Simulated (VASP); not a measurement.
# SiSb2Cl2 (I4/mmm) in VASP: relaxation of cell and atoms with PBE

Aim: the relaxation of cell and atoms of SiSb2Cl2 with PBE.

Program: VASP 6.6.1. These are calculated values, not measurements. Logs are shortened: lines on timing, memory, paths and dates and some standing lists are left out, and cuts for length are marked.

### Step 1. The cell of the first run

The structure is tetragonal, space group I4/mmm (No. 139). The conventional cell has a = 4.505 Å, b = 4.505 Å, c = 11.820 Å, α = 90.00°, β = 90.00°, γ = 90.00°. Within 4.6 Å of Si (site symmetry 4/mmm) lie 10 Cl at 3.52 to 4.42 Å and 8 Sb at 3.72 Å and 4 Si at 4.51 Å. Within 3.5 Å of Sb (site symmetry -4m2) lie 4 Cl at 2.69 Å and 4 Sb at 3.19 Å. Within 3.6 Å of Cl (site symmetry 4mm) lie 4 Sb at 2.69 Å and 1 Cl at 2.98 Å and 4 Si at 3.52 Å.

### Step 2. Relaxation of cell and atoms, PBE

File INCAR:

```
SYSTEM = SiSb2Cl2
PREC = Accurate
ENCUT = 600
EDIFF = 1E-6
ISMEAR = 0
SIGMA = 0.1
LREAL = .FALSE.
LASPH = .TRUE.
NELM = 60
ALGO = Normal
ISIF = 3
LWAVE = .FALSE.
LCHARG = .FALSE.
GGA = PE
IBRION = 2
NSW = 90
EDIFFG = -0.04
```

File KPOINTS:

```
Automatic mesh
0
G
  6 6 6
  0 0 0
```

File POSCAR:

```
SiSb2Cl2
1.0
   -2.2525198446      2.2525198446      5.9100768200
    2.2525198446     -2.2525198446      5.9100768200
    2.2525198446      2.2525198446     -5.9100768200
Si Sb Cl
1 2 2
Direct
    0.0000000000      0.0000000000      0.0000000000
    0.2500000000      0.7500000000      0.5000000000
    0.7500000000      0.2500000000      0.5000000000
    0.6260000000      0.6260000000      0.0000000000
    0.3740000000      0.3740000000      0.0000000000
```

Potentials or basis: VASP PAW PBE potentials, release 64 (Si, Sb, Cl).

Command:

```console
$ cat potpaw_PBE.64/Si/POTCAR potpaw_PBE.64/Sb/POTCAR potpaw_PBE.64/Cl/POTCAR > POTCAR
$ mpirun -np 1 vasp_std > vasp.out
```

OUTCAR:

```text
SYSTEM = SiSb2Cl2
   PREC = Accurate
   ENCUT = 600
   EDIFF = 1E-6
   ISMEAR = 0
   LREAL = .FALSE.
   LASPH = .TRUE.
   NELM = 60
   ISIF = 3
   GGA = PE
   IBRION = 2
   NSW = 90
   EDIFFG = -0.04

 ion  position               nearest neighbor table
   1  0.000  0.000  0.000-
   2  0.250  0.750  0.500-   5 2.69   4 2.69   5 2.69   4 2.69   3 3.19   3 3.19   3 3.19   3 3.19

   3  0.750  0.250  0.500-   5 2.69   4 2.69   5 2.69   4 2.69   2 3.19   2 3.19   2 3.19   2 3.19

   4  0.626  0.626  0.000-   2 2.69   3 2.69   2 2.69   3 2.69
   5  0.374  0.374  0.000-   2 2.69   3 2.69   2 2.69   3 2.69

  LATTYP: Found a body centered tetragonal cell.
 ALAT       =     4.5050396892
 C/A-ratio  =     2.6237623762

  Lattice vectors:

 A1 = (  -2.2525198446,   2.2525198446,   5.9100768200)
 A2 = (   2.2525198446,  -2.2525198446,   5.9100768200)
 A3 = (   2.2525198446,   2.2525198446,  -5.9100768200)

Analysis of symmetry for initial positions (statically):
=====================================================================
 Subroutine PRICEL returns:
 Original cell was already a primitive cell.

 Routine SETGRP: Setting up the symmetry group for a
 body centered tetragonal supercell.

 Subroutine GETGRP returns: Found 16 space group operations
 (whereof 16 operations were pure point group operations)
 out of a pool of 16 trial point group operations.

The static configuration has the point symmetry D_4h.

Analysis of symmetry for dynamics (positions and initial velocities):
=====================================================================
 Subroutine PRICEL returns:
 Original cell was already a primitive cell.

 Routine SETGRP: Setting up the symmetry group for a
 body centered tetragonal supercell.

 Subroutine GETGRP returns: Found 16 space group operations
 (whereof 16 operations were pure point group operations)
 out of a pool of 16 trial point group operations.

The dynamic configuration has the point symmetry D_4h.

 Subroutine INISYM returns: Found 16 space group operations
 (whereof 16 operations are pure point group operations),
 and found     1 'primitive' translations

----------------------------------------------------------------------------------------

                                     Primitive cell

  volume of cell :     119.9473

  direct lattice vectors                    reciprocal lattice vectors
    -2.252519845  2.252519845  5.910076820     0.000000000  0.221973627  0.084601269
     2.252519845 -2.252519845  5.910076820     0.221973627  0.000000000  0.084601269
[... 110 lines left out ...]
     AMIX     =   0.40;   BMIX     =  1.00
     AMIX_MAG =   1.60;   BMIX_MAG =  1.00
  volume/ion in A,a.u.               =      23.99       161.89
  Fermi-wavevector in a.u.,A,eV,Ry     =   1.008008  1.904859 13.824614  1.016080
  Thomas-Fermi vector in A             =   2.140848
   LORBIT       =      0    0 simple, 1 ext, 2 COOP (PROOUT), +10 PAW based schemes
   GGA     = PE    functional components
   LHFCALC =     F    Hartree Fock is set to
   AEXX    =    0.0000 exact exchange contribution
   IVDW    =     0    specifies the selected vdW correction
   LEPSILON=     F    determine dielectric tensor
   LRPA    =     F    only Hartree local field effects (RPA)
 conjugate gradient relaxation of ions
 non-spin polarized calculation
 Gauss-broadening in eV      SIGMA  =   0.10
  energy-cutoff  :      600.00
  volume of cell :      119.95
 maximum number of plane-waves:      4024
 NGX is ok and might be reduce to    54
   NGX = 27   NGY = 27   NGZ = 27

--------------------------------------- Ionic step        1  -------------------------------------------

 number of electron      28.0000000 magnetization

 Free energy of the ion-electron system (eV)
  ---------------------------------------------------
  ext. energy  EPLUGINS =         0.00000000
  ---------------------------------------------------
  free energy    TOTEN  =       -12.18205513 eV

  energy without entropy =      -12.15452882  energy(sigma->0) =      -12.16829198

------------------------ aborting loop because EDIFF is reached ----------------------------------------

  FORCE on cell =-STRESS in cart. coord.  units (eV):
  Direction    XX          YY          ZZ          XY          YZ          ZX
  --------------------------------------------------------------------------------------
  -------------------------------------------------------------------------------------
  Total        9.7835092      9.7835092      5.0093439      0.0000000     -0.0000000      0.0000000
  in kB      130.6817284    130.6817284     66.9115460      0.0000000     -0.0000000      0.0000000
  external PRESSURE =     109.4250010 kB  Pullay stress =       0.0000000 kB
[... 98 lines left out ...]
  FREE ENERGIE OF THE ION-ELECTRON SYSTEM (eV)
  ---------------------------------------------------
  free  energy   TOTEN  =       -13.2448418692 eV

  energy  without entropy=      -13.2203394623  energy(sigma->0) =      -13.23259067

 E-fermi :   5.6178     XC(G=0):  -9.2741

 val. band max:        5.5641667628   @ k =  -0.3333   0.3333   0.1667
 cond. band min:       5.6231034212   @ k =   0.5000   0.3333   0.0000
 fundamental gap:      0.0589366585
 Fermi energy:         5.6178191671

 k-point     1 :       0.0000    0.0000    0.0000
  band No.  band energies     occupation
      1     -10.3614      2.00000
      2      -9.7747      2.00000
      3      -7.6370      2.00000
      4      -2.2353      2.00000
      5       0.8316      2.00000
      6       1.8136      2.00000
[... 493 lines left out ...]
     17       7.3732      0.00000
     18       8.0140      0.00000

 [... further k-points ...]

[... ionic steps 4 to 27 ...]

--------------------------------------- Ionic step       28  -------------------------------------------

 number of electron      28.0000000 magnetization

------------------------ aborting loop because EDIFF is reached ----------------------------------------
[... 73 lines left out ...]
--------------------------------------- Ionic step       30  -------------------------------------------

 number of electron      28.0000001 magnetization

 Free energy of the ion-electron system (eV)
  ---------------------------------------------------
  ext. energy  EPLUGINS =         0.00000000
  ---------------------------------------------------
  free energy    TOTEN  =       -15.37743561 eV

  energy without entropy =      -15.37304159  energy(sigma->0) =      -15.37523860

 E-fermi :   3.5345     XC(G=0):  -8.3224

 val. band max:        3.4681732617   @ k =   0.3333   0.3333   0.1667
 cond. band min:       3.5707521938   @ k =   0.3333   0.3333   0.1667
 fundamental gap:      0.1025789321
 Fermi energy:         3.5345297626

 k-point     1 :       0.0000    0.0000    0.0000
  band No.  band energies     occupation
      1     -11.7900      2.00000
      2     -11.2482      2.00000
      3      -9.0808      2.00000
      4      -4.2215      2.00000
      5      -0.3013      2.00000
      6      -0.1735      2.00000
[... 527 lines left out ...]
  FREE ENERGIE OF THE ION-ELECTRON SYSTEM (eV)
  ---------------------------------------------------
  free  energy   TOTEN  =       -15.3774356051 eV

  energy  without entropy=      -15.3730415920  energy(sigma->0) =      -15.37523860

 reached required accuracy - stopping structural energy minimisation
```

CONTCAR:

```text
SiSb2Cl2
   1.00000000000000
    -1.9672233966686088    1.9672233966686088   10.0547158843779574
     1.9672233966686088   -1.9672233966686088   10.0547158843779574
     1.9672233966686088    1.9672233966686088  -10.0547158843779574
  Si              Sb              Cl
     1     2     2
Direct
     0.0000000000000000    0.0000000000000000    1.0000000000000000
     0.2500000000000000    0.7500000000000000    0.5000000000000000
     0.7500000000000000    0.2500000000000000    0.5000000000000000
     0.5750955587560963    0.5750955587560963    1.0000000000000000
     0.4249044412439038    0.4249044412439038    0.0000000000000000

  0.00000000E+00  0.00000000E+00  0.00000000E+00
  0.00000000E+00  0.00000000E+00  0.00000000E+00
  0.00000000E+00  0.00000000E+00  0.00000000E+00
  0.00000000E+00  0.00000000E+00  0.00000000E+00
  0.00000000E+00  0.00000000E+00  0.00000000E+00
```

It took 22 min on 1 thread of Intel Xeon 6975P-C (Granite Rapids), shared host; peak memory 0.51 GiB.

What came out:

| Item | Value |
| --- | --- |
| Free energy | -15.3774 eV |
| Relaxed volume | 31.13 Å³/atom |
| Relaxed cell | a = 10.433 Å, b = 10.433 Å, c = 10.433 Å, α = 158.26°, β = 158.26°, γ = 30.93° |
| Space group after relaxing (to 0.1 Å) | I4/mmm (No. 139) |
| Energy gained by relaxing | 639.1 meV/atom |
| Ionic steps | 30 |
| Pressure after relaxing | 0.0 GPa |
| Largest force after relaxing | 0.029 eV/Å |
| Band gap on the k mesh | zero (bands 14 and 15 overlap by 1.02 eV) |

Forces in eV/Å, atoms in the order of the input:
```
Si   0.000  0.000  0.000
Sb   0.000  0.000  0.000
Sb   0.000  0.000  0.000
Cl   0.000  0.000 -0.029
Cl   0.000  0.000  0.029
```

The path:
```csv
step,energy change (eV),largest force (eV/Å),pressure (GPa),volume (Å³)
1,0.0000,2.9974,10.94,119.95
2,-1.0157,0.1263,-2.08,150.60
3,-1.0628,0.5852,-0.55,143.95
4,-1.1219,0.5369,-0.41,142.55
5,-1.3347,0.1142,0.07,138.30
6,-1.5107,1.9739,2.18,129.59
7,-1.5285,1.1764,1.23,132.45
8,-1.5325,1.3904,1.46,131.66
9,-1.5406,1.4311,1.50,131.51
10,-1.5628,1.5573,1.63,131.06
11,-1.5971,1.8163,1.93,130.15
12,-1.6196,2.3614,2.71,128.25
13,-1.6800,2.2875,2.65,128.39
14,-1.8475,2.0698,2.50,128.77
15,-2.1224,1.6422,2.43,129.33
16,-2.4677,0.9212,3.10,129.73
17,-2.6685,0.3651,6.73,127.86
18,-2.9583,0.5445,3.06,137.92
19,-3.0521,0.6707,0.56,147.48
20,-3.0539,0.6861,0.27,148.83
21,-3.0816,0.5895,0.04,149.22
22,-3.1140,0.2523,-0.47,150.32
23,-3.1381,0.1333,0.04,149.05
24,-3.1492,0.0294,0.75,147.63
25,-3.1746,0.0297,0.59,149.96
26,-3.1824,0.1931,0.35,156.38
27,-3.1901,0.1187,0.43,153.71
28,-3.1925,0.0704,-0.48,157.41
29,-3.1943,0.0892,-0.13,155.91
30,-3.1954,0.0286,-0.04,155.65
```

Final structure:
```xyz
5
Lattice="-1.9672 1.9672 10.0547 1.9672 -1.9672 10.0547 1.9672 1.9672 -10.0547" Properties=species:S:1:pos:R:3 pbc="T T T"
Si    1.9672    1.9672  -10.0547
Sb    1.9672    0.0000    5.0274
Sb    0.0000    1.9672    5.0274
Cl    1.9672    1.9672    1.5101
Cl    0.0000    0.0000    8.5446
```

Levels at points of the mesh, in eV from the Fermi level:
```tsv
k point	band 11	band 12	band 13	band 14	band 15	band 16	band 17	band 18
(0.00, 0.00, 0.00)	-2.94	-2.53	-2.53	-1.69	-0.11	1.79	1.79	3.32
(0.50, 0.00, 0.00)	-2.16	-0.89	-0.53	0.14	0.17	0.17	0.91	1.35
(0.50, 0.50, 0.00)	-3.48	-3.43	-1.85	-0.20	-0.11	0.10	0.87	1.07
(0.50, 0.50, 0.50)	-2.58	-2.58	-2.46	-2.21	-0.29	1.80	1.80	3.35
```

Caveat: the volume moved by over 15 % at a fixed basis, so the end points are rough; spin-orbit coupling is left out, which moves the levels of the heavy elements.
